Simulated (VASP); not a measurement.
# MoSe2 (P6_3/mmc) in VASP: single point with PBE+D3(BJ)

Aim: the single point of MoSe2 with PBE+D3(BJ).

All numbers are computed with VASP 6.6.1; they aren't measurements. Logs are shortened: lines on timing, memory, paths and dates and some standing lists are left out, and cuts for length are marked.

### 1 The cell of the first run

It takes space group P6_3/mmc (No. 194, hexagonal). The conventional cell has a = 3.296 Å, b = 3.296 Å, c = 13.093 Å, α = 90.00°, β = 90.00°, γ = 120.00°. Mo (site symmetry -6m2) has 6 Se at 2.53 Å and 6 Mo at 3.30 Å within 3.3 Å. Within 3.3 Å of Se (site symmetry 3m) lie 3 Mo at 2.53 Å and 6 Se at 3.30 Å.

### 2 Single point, PBE+D3(BJ) (volume scaled by 1.040)

File INCAR:

```
SYSTEM = MoSe2
  PREC = Accurate
  ENCUT = 500
  EDIFF = 1E-6
  ISMEAR = 0
  SIGMA = 0.05
  LREAL = .False.
  LASPH = .True.
  NELM = 120
  ALGO = Normal
  ISIF = 2
  LWAVE = .False.
  LCHARG = .True.
  GGA = PE
  IVDW = 12
  LELF = .True.
  LVHAR = .True.
  NBANDS = 35
  GGA_COMPAT = .False.
```

File KPOINTS:

```
regular mesh
0
Gamma
  10 10 4
  0 0 0
```

File POSCAR:

```
MoSe2
1.0
    3.2957032978      0.0000000000      0.0000000000
   -1.6478516489      2.8541627793      0.0000000000
    0.0000000000      0.0000000000     13.0928158729
Mo Se
2 4
Direct
    0.3333333333      0.6666666667      0.2500000000
    0.6666666667      0.3333333333      0.7500000000
    0.3333333333      0.6666666667      0.6223109993
    0.6666666667      0.3333333333      0.1223109993
    0.3333333333      0.6666666667      0.8776890007
    0.6666666667      0.3333333333      0.3776890007
```

Potentials or basis: VASP PAW PBE potentials, release 64 (Mo_sv, Se).

The run is started by

```sh
cat potpaw_PBE.64/Mo_sv/POTCAR potpaw_PBE.64/Se/POTCAR > POTCAR
mpirun -np 1 vasp_std > vasp.out
```

OUTCAR:

```text
SYSTEM = MoSe2
   PREC = Accurate
   ENCUT = 500
   EDIFF = 1E-6
   ISMEAR = 0
   LREAL = .False.
   LASPH = .True.
   NELM = 120
   ISIF = 2
   GGA = PE
   IVDW = 12
 IVDW          = 12

 ion  position               nearest neighbor table
   1  0.333  0.667  0.250-   4 2.53   6 2.53   4 2.53   6 2.53   4 2.53   6 2.53
   2  0.667  0.333  0.750-   3 2.53   5 2.53   3 2.53   5 2.53   3 2.53   5 2.53
   3  0.333  0.667  0.622-   2 2.53   2 2.53   2 2.53
   4  0.667  0.333  0.122-   1 2.53   1 2.53   1 2.53
   5  0.333  0.667  0.878-   2 2.53   2 2.53   2 2.53
   6  0.667  0.333  0.378-   1 2.53   1 2.53   1 2.53

  LATTYP: Found a hexagonal cell.
 ALAT       =     3.2957032978
 C/A-ratio  =     3.9726925302

  Lattice vectors:

 A1 = (   3.2957032978,   0.0000000000,   0.0000000000)
 A2 = (  -1.6478516489,   2.8541627793,   0.0000000000)
 A3 = (   0.0000000000,   0.0000000000,  13.0928158729)

Analysis of symmetry for initial positions (statically):
=====================================================================
 Subroutine PRICEL returns:
 Original cell was already a primitive cell.

 Routine SETGRP: Setting up the symmetry group for a
 hexagonal supercell.

 Subroutine GETGRP returns: Found 24 space group operations
 (whereof 12 operations were pure point group operations)
 out of a pool of 24 trial point group operations.

The static configuration has the point symmetry D_3d.
 The point group associated with its full space group is D_6h.

Analysis of symmetry for dynamics (positions and initial velocities):
=====================================================================
 Subroutine PRICEL returns:
 Original cell was already a primitive cell.

 Routine SETGRP: Setting up the symmetry group for a
 hexagonal supercell.

 Subroutine GETGRP returns: Found 24 space group operations
 (whereof 12 operations were pure point group operations)
 out of a pool of 24 trial point group operations.

The dynamic configuration has the point symmetry D_3d.
 The point group associated with its full space group is D_6h.

 Subroutine INISYM returns: Found 24 space group operations
 (whereof 12 operations are pure point group operations),
 and found     1 'primitive' translations

[... 102 lines left out ...]
   EDIFF  = 0.1E-05   stopping-criterion for ELM
   LREAL  =      F    real-space projection
   EDIFFG = 0.1E-04   stopping-criterion for IOM
   NSW    =      0    number of steps for IOM
   IBRION =     -1    ionic relax: 0-MD 1-quasi-New 2-CG
   NFREE  =      0    steps in history (QN), initial steepest desc. (CG)
   ISIF   =      2    stress and relaxation
   ISYM   =      2    0-nonsym 1-usesym 2-fastsym
   POTIM  = 0.5000    time-step for ionic-motion
   TEBEG  =    0.0;   TEEND  =   0.0 temperature during run
   PSTRESS=    0.0 pullay stress
   NELECT =      52.0000    total number of electrons
   NUPDOWN=      -1.0000    fix difference up-down
   EMIN   =  10.00;   EMAX   =-10.00  energy-range for DOS
   EFERMI =   0.00;   METHOD = LEGACY
   ISMEAR =     0;   SIGMA  =   0.05  broadening in eV -4-tet -1-fermi 0-gaus
   EFERMI_NEDOS =   21; number of points for ismear=-14 and -15
   IALGO  =     38    algorithm
   IMIX   =      4    mixing-type and parameters
     AMIX     =   0.40;   BMIX     =  1.00
     AMIX_MAG =   1.60;   BMIX_MAG =  1.00
  volume/ion in A,a.u.               =      20.53       138.52
  Fermi-wavevector in a.u.,A,eV,Ry     =   1.228163  2.320891 20.522812  1.508384
  Thomas-Fermi vector in A             =   2.363099
   LORBIT       =      0    0 simple, 1 ext, 2 COOP (PROOUT), +10 PAW based schemes
   GGA     = PE    functional components
   LHFCALC =     F    Hartree Fock is set to
   AEXX    =    0.0000 exact exchange contribution
   IVDW    =    12    specifies the selected vdW correction
   LEPSILON=     F    determine dielectric tensor
   LRPA    =     F    only Hartree local field effects (RPA)
 non-spin polarized calculation
 Gauss-broadening in eV      SIGMA  =   0.05
  energy-cutoff  :      500.00
  volume of cell :      123.16
 maximum number of plane-waves:      3168
   NGX = 13   NGY = 13   NGZ = 47

 number of electron      51.9999999 magnetization

 Free energy of the ion-electron system (eV)
  ---------------------------------------------------
  ext. energy  EPLUGINS =         0.00000000
  ---------------------------------------------------
  free energy    TOTEN  =       -39.89978961 eV

  energy without entropy =      -39.89978961  energy(sigma->0) =      -39.89978961

 E-fermi :   6.5725     XC(G=0): -10.5840

 val. band max:        6.1920007279   @ k =   0.0000   0.0000   0.0000
 cond. band min:       7.1010019007   @ k =   0.2000   0.2000   0.0000
 fundamental gap:      0.9090011727
 Fermi energy:         6.5724854090

 k-point     1 :       0.0000    0.0000    0.0000
  band No.  band energies     occupation
      1     -54.9471      2.00000
      2     -54.9471      2.00000
      3     -29.1064      2.00000
      4     -29.1064      2.00000
      5     -28.9246      2.00000
      6     -28.9246      2.00000
[... 901 lines left out ...]
     34      10.0513      0.00000
     35      11.6110      0.00000

 [... further k-points ...]

------------------------ aborting loop because EDIFF is reached ----------------------------------------

 Edisp (eV)   -2.76274

 E8    (eV) :    -1.1926

  FORCE on cell =-STRESS in cart. coord.  units (eV):
  Direction    XX          YY          ZZ          XY          YZ          ZX
  --------------------------------------------------------------------------------------
  -------------------------------------------------------------------------------------
  Total      -0.95789    -0.95789    -0.87286     0.00000    -0.00000     0.00000
  in kB     -12.46133   -12.46133   -11.35524     0.00000    -0.00000     0.00000
  external pressure =      -12.09 kB  Pullay stress =        0.00 kB

 VOLUME and BASIS-vectors are now :
 -----------------------------------------------------------------------------
  energy-cutoff  :      500.00
  volume of cell :      123.16
      direct lattice vectors                 reciprocal lattice vectors
     3.295703298  0.000000000  0.000000000     0.303425372  0.175182720  0.000000000
    -1.647851649  2.854162779  0.000000000     0.000000000  0.350365441  0.000000000
     0.000000000  0.000000000 13.092815873     0.000000000  0.000000000  0.076377764

 POSITION                                       TOTAL-FORCE (eV/Angst)
 -----------------------------------------------------------------------------------
     -0.00000      1.90278      3.27320         0.000000     -0.000000      0.000000
      1.64785      0.95139      9.81961         0.000000      0.000000      0.000000
     -0.00000      1.90278      8.14780        -0.000000      0.000000     -0.038743
      1.64785      0.95139      1.60140        -0.000000      0.000000     -0.038743
     -0.00000      1.90278     11.49142         0.000000     -0.000000      0.038743
      1.64785      0.95139      4.94501        -0.000000      0.000000      0.038743
 -----------------------------------------------------------------------------------
    total drift:                               -0.000000      0.000000     -0.000000

  FREE ENERGIE OF THE ION-ELECTRON SYSTEM (eV)
  ---------------------------------------------------
  free  energy   TOTEN  =       -42.6625251836 eV

  energy  without entropy=      -42.6625251836  energy(sigma->0) =      -42.66252518
```

stdout:

```text
POSCAR found type information on POSCAR MoSe
 POSCAR found :  2 types and       6 ions
 scaLAPACK will be used
 LDA part: xc-table for (Slater+PW92), standard interpolation
 POSCAR, INCAR and KPOINTS ok, starting setup
 FFT: planning ... GRIDC
 FFT: planning ... GRID_SOFT
 FFT: planning ... GRID
 WAVECAR not read
 entering main loop
```

Wall time 2.1 min (1 thread of Intel Xeon Platinum 8488C (Sapphire Rapids), shared host); peak memory 0.31 GiB.

What came out:

```
Free energy                : -42.6625 eV
Pressure                   : -1.2 GPa
Largest force              : 0.039 eV/Å
Band gap on the k mesh     : 0.91 eV, indirect (least direct gap 1.58 eV)
Dispersion energy per atom : -0.460 eV
```

Forces on the atoms (eV/Å):
```
Mo   0.000  0.000  0.000
Mo   0.000  0.000  0.000
Se   0.000  0.000 -0.039
Se   0.000  0.000 -0.039
Se   0.000  0.000  0.039
Se   0.000  0.000  0.039
```

Stress tensor (GPa, compression positive):
```
-1.25  0.00  0.00
 0.00 -1.25  0.00
 0.00  0.00 -1.14
```

Levels at points of the mesh, in eV from the valence-band top:
| k point | band 23 | band 24 | band 25 | band 26 | band 27 | band 28 | band 29 | band 30 |
| --- | --- | --- | --- | --- | --- | --- | --- | --- |
| (0.00, 0.00, 0.00) | -1.43 | -1.03 | -0.84 | 0.00 | 2.52 | 2.52 | 2.58 | 2.58 |
| (0.50, 0.00, 0.00) | -1.11 | -1.08 | -1.03 | -0.86 | 1.59 | 1.63 | 1.86 | 2.17 |
| (0.00, 0.00, 0.50) | -1.45 | -1.45 | -0.19 | -0.19 | 2.54 | 2.54 | 2.54 | 2.54 |
| (0.50, 0.00, 0.50) | -1.06 | -1.06 | -0.97 | -0.97 | 1.61 | 1.61 | 2.03 | 2.03 |

 A k mesh can miss the band edges.
